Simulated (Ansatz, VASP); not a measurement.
Na: VASP beside Ansatz

```
CELL_PARAMETERS angstrom
0.00000 3.87565 3.87565
3.87565 0.00000 3.87565
3.87565 3.87565 0.00000
ATOMIC_POSITIONS crystal
Na 0.12500 0.12500 0.12500
Na 0.87500 0.87500 0.87500
```

Alike in both runs: functional revPBE; k mesh 8 × 8 × 8; occupations fermi-dirac, width 0.1 eV; no spin polarisation.

Ansatz relaxed the structure, and its values are those at the end. VASP's run is a single point on that final structure, the one shown.

|  | VASP | Ansatz |
| --- | --- | --- |
| version | VASP 6.6.1 | Ansatz 0.2.0 |
| potentials or method | VASP PAW PBE potentials, release 64 (Na_pv), cutoff 520 eV | plane waves (420 eV) with PAW, scalar-relativistic |
| valence electrons in the cell | 14 | 18 |

```csv
,VASP,Ansatz,Ansatz less VASP
pressure (GPa),0.0,0.0,+0.01
```

VASP's potentials were made for PBE, not for revPBE. VASP's potentials hold 14 valence electrons a cell and Ansatz's 18, so a difference there can come from the potentials and not from the codes.
